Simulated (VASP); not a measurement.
Here is a VASP 6.6.1 calculation.

File INCAR:

```
PREC = Accurate
ENCUT = 520
EDIFF = 1E-6
ISMEAR = 0
SIGMA = 0.1
LREAL = F
LASPH = T
NELM = 60
ALGO = Normal
ISIF = 2
LWAVE = F
LCHARG = F
GGA = PE
NBANDS = 18
```

KPOINTS

```
regular mesh
0
Gamma
  18 18 18
```

POSCAR

```
Si2W
1.0
   -1.6145299054      1.6145299054      3.9335489408
    1.6145299054     -1.6145299054      3.9335489408
    1.6145299054      1.6145299054     -3.9335489408
Si W
2 1
Direct
    0.3345578121      0.3345578121      0.0000000000
    0.6654421879      0.6654421879      0.0000000000
    0.0000000000      0.0000000000      0.0000000000
```

Potentials or basis: VASP PAW PBE potentials, release 64 (Si, W_sv).

The run is started by

```sh
$ cat potpaw_PBE.64/Si/POTCAR potpaw_PBE.64/W_sv/POTCAR > POTCAR
$ mpirun -np 1 vasp_std > vasp.out
```

**Question.** Estimate the band gap on the k mesh.

**Answer.** Zero (bands 11 and 12 overlap by 1.25 eV).

**Question.** Estimate the pressure.

**Answer.** 0.1 GPa.

Stress tensor (GPa, compression positive):
```
0.09 0.00 0.00
0.00 0.09 0.00
0.00 0.00 0.01
```

Caveat: spin-orbit coupling is left out, which moves the levels of the heavy elements.
